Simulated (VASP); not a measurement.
# PtSe2 (Sudovikovite) (P-3m1) in VASP: further runs, part 2 of 2

VASP 6.6.1. Earlier steps stand in the parts before.

### 4 Single point, LDA (volume scaled by 0.94)

Contents of INCAR:

```
SYSTEM = PtSe2
PREC = Accurate
ENCUT = 520
EDIFF = 1E-6
ISMEAR = -1
SIGMA = 0.05
LREAL = .FALSE.
LASPH = .TRUE.
NELM = 60
ALGO = Normal
ISIF = 2
LWAVE = .FALSE.
LCHARG = .FALSE.
NBANDS = 18
```

Contents of KPOINTS:

```
Automatic mesh
0
G
  8 8 5
  0 0 0
```

Contents of POSCAR:

```
PtSe2
1.0
    3.6479786689      0.0000000000      0.0000000000
   -1.8239893344      3.1592421997      0.0000000000
    0.0000000000      0.0000000000      4.9586648823
Pt Se
1 2
Direct
    0.0000000000      0.0000000000      0.0000000000
    0.6666666667      0.3333333333      0.7500000000
    0.3333333333      0.6666666667      0.2500000000
```

Potentials or basis: VASP PAW LDA potentials, release 64 (Pt, Se).

The run is started by

```bash
> cat potpaw_LDA.64/Pt/POTCAR potpaw_LDA.64/Se/POTCAR > POTCAR
> mpirun -np 1 vasp_std > vasp.out
```

OUTCAR:

```text
SYSTEM = PtSe2
   PREC = Accurate
   ENCUT = 520
   EDIFF = 1E-6
   ISMEAR = -1
   LREAL = .FALSE.
   LASPH = .TRUE.
   NELM = 60
   ISIF = 2

 ion  position               nearest neighbor table
   1  0.000  0.000  0.000-   2 2.44   3 2.44   3 2.44   2 2.44   2 2.44   3 2.44
   2  0.667  0.333  0.750-   1 2.44   1 2.44   1 2.44
   3  0.333  0.667  0.250-   1 2.44   1 2.44   1 2.44

  LATTYP: Found a hexagonal cell.
 ALAT       =     3.6479786689
 C/A-ratio  =     1.3592910848

  Lattice vectors:

 A1 = (   3.6479786689,   0.0000000000,   0.0000000000)
 A2 = (  -1.8239893344,   3.1592421997,   0.0000000000)
 A3 = (   0.0000000000,   0.0000000000,   4.9586648823)

Analysis of symmetry for initial positions (statically):
=====================================================================
 Subroutine PRICEL returns:
 Original cell was already a primitive cell.

 Routine SETGRP: Setting up the symmetry group for a
 hexagonal supercell.

 Subroutine GETGRP returns: Found 12 space group operations
 (whereof 12 operations were pure point group operations)
 out of a pool of 24 trial point group operations.

The static configuration has the point symmetry D_3d.

Analysis of symmetry for dynamics (positions and initial velocities):
=====================================================================
 Subroutine PRICEL returns:
 Original cell was already a primitive cell.

 Routine SETGRP: Setting up the symmetry group for a
 hexagonal supercell.

 Subroutine GETGRP returns: Found 12 space group operations
 (whereof 12 operations were pure point group operations)
 out of a pool of 24 trial point group operations.

The dynamic configuration has the point symmetry D_3d.

 Subroutine INISYM returns: Found 12 space group operations
[... 113 lines left out ...]
   EFERMI =   0.00;   METHOD = LEGACY
   ISMEAR =    -1;   SIGMA  =   0.05  broadening in eV -4-tet -1-fermi 0-gaus
   EFERMI_NEDOS =   21; number of points for ismear=-14 and -15
   IALGO  =     38    algorithm
   IMIX   =      4    mixing-type and parameters
     AMIX     =   0.40;   BMIX     =  1.00
     AMIX_MAG =   1.60;   BMIX_MAG =  1.00
  volume/ion in A,a.u.               =      19.05       128.55
  Fermi-wavevector in a.u.,A,eV,Ry     =   1.190919  2.250512 19.296996  1.418289
  Thomas-Fermi vector in A             =   2.326993
   LORBIT       =      0    0 simple, 1 ext, 2 COOP (PROOUT), +10 PAW based schemes
   GGA     = CA    functional components
   LHFCALC =     F    Hartree Fock is set to
   AEXX    =    0.0000 exact exchange contribution
   IVDW    =     0    specifies the selected vdW correction
   LEPSILON=     F    determine dielectric tensor
   LRPA    =     F    only Hartree local field effects (RPA)
 non-spin polarized calculation
  energy-cutoff  :      520.00
  volume of cell :       57.15
 maximum number of plane-waves:      1550
 NGX is ok and might be reduce to    28
   NGX = 13   NGY = 13   NGZ = 19

 number of electron      22.0000000 magnetization

 Free energy of the ion-electron system (eV)
  ---------------------------------------------------
  ext. energy  EPLUGINS =         0.00000000
  ---------------------------------------------------
  free energy    TOTEN  =       -16.95850047 eV

  energy without entropy =      -16.95234622  energy(sigma->0) =      -16.95542335

 E-fermi :   7.4518     XC(G=0): -11.1922

 val. band max:        7.3207451255   @ k =   0.1250   0.0000   0.0000
 cond. band min:       7.4832671998   @ k =   0.3750   0.2500   0.0000
 fundamental gap:      0.1625220743
 Fermi energy:         7.4517723269

 k-point     1 :       0.0000    0.0000    0.0000
  band No.  band energies     occupation
      1      -8.9085      2.00000
      2      -5.6973      2.00000
      3      -0.3693      2.00000
      4       0.3543      2.00000
      5       0.3543      2.00000
      6       2.9977      2.00000
[... 481 lines left out ...]
      5       1.1541      2.00000
      6       1.9827      2.00000
[... 10 lines left out ...]
     17      15.8896      0.00000
     18      16.5690      0.00000

 [... further k-points ...]

------------------------ aborting loop because EDIFF is reached ----------------------------------------

  FORCE on cell =-STRESS in cart. coord.  units (eV):
  Direction    XX          YY          ZZ          XY          YZ          ZX
  --------------------------------------------------------------------------------------
  -------------------------------------------------------------------------------------
  Total        3.9977908      3.9977908      2.2948931      0.0000000     -0.0000000      0.0000000
  in kB      112.0806597    112.0806597     64.3388170      0.0000000     -0.0000000      0.0000000
  external PRESSURE =      96.1667121 kB  Pullay stress =       0.0000000 kB

 VOLUME and BASIS-vectors are now :
 -----------------------------------------------------------------------------
  energy-cutoff  :      520.00
  volume of cell :       57.15
      direct lattice vectors                 reciprocal lattice vectors
     3.647978669  0.000000000  0.000000000     0.274124410  0.158265802  0.000000000
    -1.823989334  3.159242200  0.000000000     0.000000000  0.316531604  0.000000000
     0.000000000  0.000000000  4.958664882     0.000000000  0.000000000  0.201667187

 POSITION                                       TOTAL-FORCE (eV/Angst)
 -----------------------------------------------------------------------------------
      0.00000      0.00000      0.00000         0.000000      0.000000      0.000000
      1.82399      1.05308      3.71900         0.000000     -0.000000     -1.111833
     -0.00000      2.10616      1.23967        -0.000000      0.000000      1.111833
 -----------------------------------------------------------------------------------
    total drift:                               -0.000000     -0.000000     -0.000000

  FREE ENERGIE OF THE ION-ELECTRON SYSTEM (eV)
  ---------------------------------------------------
  free  energy   TOTEN  =       -16.9585004716 eV

  energy  without entropy=      -16.9523462218  energy(sigma->0) =      -16.95542335
```

Run time: 28 s. Hardware: 1 thread of Intel Xeon Platinum 8259CL at 2.50GHz (Skylake/Cascade Lake), shared host; peak memory 0.18 GiB.

Results:

```yaml
Free_energy: -16.9585 eV
Pressure: 9.6 GPa
Largest_force: 1.112 eV/Å
Band_gap_on_the_k_mesh: zero (band 11 reaches 7.82 eV, above the bottom of band 12 at 7.48 eV)
```

Forces on the atoms (eV/Å):
```
Pt   0.000  0.000  0.000
Se   0.000  0.000 -1.112
Se   0.000  0.000  1.112
```

Stress tensor (GPa, compression positive):
```
11.21  0.00  0.00
 0.00 11.21  0.00
 0.00  0.00  6.43
```

Levels at points of the mesh, in eV from the Fermi level:
```tsv
k point	band 9	band 10	band 11	band 12	band 13	band 14
(0.00, 0.00, 0.00)	-1.18	-1.18	0.37	1.51	1.51	3.34
(0.50, 0.00, 0.00)	-3.87	-3.77	-3.18	0.62	2.53	4.87
```

Caveat: spin-orbit coupling is left out, which moves the levels of the heavy elements; forces of over 1 eV/Å act on the atoms, so gaps and moduli don't describe the material at rest.

### 5 Summary

| level | potentials or basis | cell | gap on the mesh (eV) | pressure (GPa) | largest force (eV/Å) |
| --- | --- | --- | --- | --- | --- |
| RPBE | VASP PAW PBE potentials, release 64 (Pt, Se) | a = 3.749, b = 3.749, c = 5.096 Å, angles 90.0, 90.0, 120.0°, 3 atoms | none | 6.9 | 0.39 |
| BLYP+D4 | VASP PAW PBE potentials, release 64 (Pt, Se) | a = 3.749, b = 3.749, c = 5.096 Å, angles 90.0, 90.0, 120.0°, 3 atoms | none | 5.0 | 0.92 |
| LDA | VASP PAW LDA potentials, release 64 (Pt, Se) | a = 3.648, b = 3.648, c = 4.959 Å, angles 90.0, 90.0, 120.0°, 3 atoms | none | 9.6 | 1.11 |

Alike in all rows: task single point; no spin polarisation; k mesh 8 × 8 × 5; cutoff (eV) 520; smearing fermi-dirac 0.05 eV.

Caveats: spin-orbit coupling is left out, which moves the levels of the heavy elements; the PAW data sets were made with another functional, which shifts forces and pressure a little (some runs); pairwise dispersion overbinds metals, which lowers pressure and volume (some runs); forces of over 1 eV/Å act on the atoms, so gaps and moduli don't describe the material at rest (some runs).

Absolute energies hang on the potentials; compare differences alone.
